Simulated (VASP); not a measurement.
Set up this calculation in VASP 6.6.1, as the native input.

| Property | Result |
| --- | --- |
| Task | relaxation of cell and atoms |
| Functional | PBE |
| Potentials or basis | VASP PAW PBE potentials, release 64 (Sr_sv) |
| Cutoff | 600 eV |
| k mesh | 12 × 12 × 12 |
| Occupations | gaussian, width 0.1 eV |
| Spin | no spin polarisation |
| Dipole correction | no |
| Further INCAR settings | ALGO = Fast; EDIFF = 1e-07; IBRION = 2; EDIFFG = -0.01; NSW = 80; ISIF = 3 |

The structure of Sr lies in POSCAR:

```
Sr
1.0
   -2.3602111076      2.3602111076      2.3486519460
    2.3602111076     -2.3602111076      2.3486519460
    2.3602111076      2.3602111076     -2.3486519460
Sr
1
Direct
    0.5000000000      0.5000000000      0.0000000000
```

This isn't the form of Sr at room conditions, which is fcc.

These files were run (other wordings do the same):

INCAR

```
  ALGO = Fast
  EDIFF = 1E-7
  EDIFFG = -0.01
  ENCUT = 600
  GGA = PE
  IBRION = 2
  ISIF = 3
  ISMEAR = 0
  LASPH = T
  LCHARG = F
  LREAL = F
  LWAVE = F
  NELM = 80
  NSW = 80
  PREC = Accurate
  SIGMA = 0.1
```

KPOINTS

```
k-points
0
Gamma
  12 12 12
```

Potentials or basis: VASP PAW PBE potentials, release 64 (Sr_sv).

Command:

```bash
$ cat potpaw_PBE.64/Sr_sv/POTCAR > POTCAR
$ mpirun -np 1 vasp_std > vasp.out
```

Results of the run:

The relaxed volume is 53.96 Å³/atom, the relaxed cell is a = 4.123 Å, b = 4.123 Å, c = 4.123 Å, α = 109.36°, β = 109.36°, γ = 109.70° and the space group after relaxing (to 0.1 Å) is Im-3m (No. 229). The energy gained by relaxing is 1.6 meV/atom, the ionic steps are 3 and the pressure after relaxing is 0.0 GPa. The band gap on the k mesh is zero (bands 5 and 6 overlap by 0.51 eV).

Run time: 8.5 min on 1 thread of Intel Xeon 8259CL, with other jobs on the host, peak memory 0.29 GiB.
